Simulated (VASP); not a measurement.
Input of a VASP 6.6.1 run:

File INCAR:

```
ALGO = Normal
DIPOL = 0.5 0.5 0.501
EDIFF = 1E-6
ENCUT = 520
GGA = PE
IDIPOL = 3
ISIF = 2
ISMEAR = 0
ISPIN = 2
LASPH = True
LCHARG = False
LDIPOL = True
LORBIT = 11
LREAL = False
LWAVE = False
MAGMOM = 0 1 1 1 1
NBANDS = 30
NELM = 150
PREC = Accurate
SIGMA = 0.1
```

File KPOINTS:

```
k-points
0
Gamma
  4 4 1
```

POSCAR

```
InO4
1.0
    4.2288520000      0.0000000000      0.0000000000
    0.0000000000      4.2288520000      0.0000000000
    0.0000000000      0.0000000000     19.0000000000
In O
1 4
Direct
    0.0000000000      0.0000000000      0.4991474300
    0.0000000000      0.5000000000      0.5024995400
    0.5000000000      0.0000000000      0.5024995400
    0.0000000000      0.0000000000      0.6246292900
    0.0000000000      0.0000000000      0.3753707100
```

Potentials or basis: VASP PAW PBE potentials, release 64 (In_d, O).

Launch:

```sh
$ cat potpaw_PBE.64/In_d/POTCAR potpaw_PBE.64/O/POTCAR > POTCAR
$ mpirun -np 1 vasp_std > vasp.out
```

(1) What does it give for the band gap on the k mesh?

(2) Predict the net moment.

Results:

(1) zero (filled and empty bands overlap).

(2) 5.00 μB per cell.

Caveat: the k points lie up to 0.37 Å⁻¹ apart; spin-orbit coupling is left out, which moves the levels of the heavy elements.
